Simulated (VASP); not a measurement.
Ag, 2 atoms in the cell. The structure is cubic, space group Fm-3m (No. 225). The conventional cell has a = 4.289 Å, b = 4.289 Å, c = 4.289 Å, α = 90.00°, β = 90.00°, γ = 90.00°. Within 4.0 Å of Ag (site symmetry m-3m) lie 12 Ag at 3.03 Å.  This cell differs from its parent crystal: equal strain along all axes, cell held: +4.5 %.

* Program: VASP 6.6.1
* Task: single point
* Functional: r2SCAN
* Potentials or basis: VASP PAW PBE potentials, release 64 (Ag)
* Cutoff: 520 eV
* k mesh: 18 × 18 × 12
* Occupations: gaussian, width 0.1 eV
* Spin: no spin polarisation
* Dipole correction: no
* Further INCAR settings: ALGO = Normal; EDIFF = 1e-06; NBANDS = 18

Potentials or basis: VASP PAW PBE potentials, release 64 (Ag).

The run is started by

```sh
$ cat potpaw_PBE.64/Ag/POTCAR > POTCAR
$ cp INCAR.step1 INCAR
$ mpirun -np 1 vasp_std > vasp.out
$ cp INCAR.step2 INCAR
$ mpirun -np 1 vasp_std > vasp.out
```

Hardware: 1 thread of Intel(R) Xeon(R) 6975P-C (Granite Rapids), with other jobs on the host.

**Question.** Estimate the wall time of this run.

**Answer.** Wall time 3.3 min on 1 thread of Intel(R) Xeon(R) 6975P-C (Granite Rapids) (shared host), peak memory 0.33 GiB. Counts: k points 385.
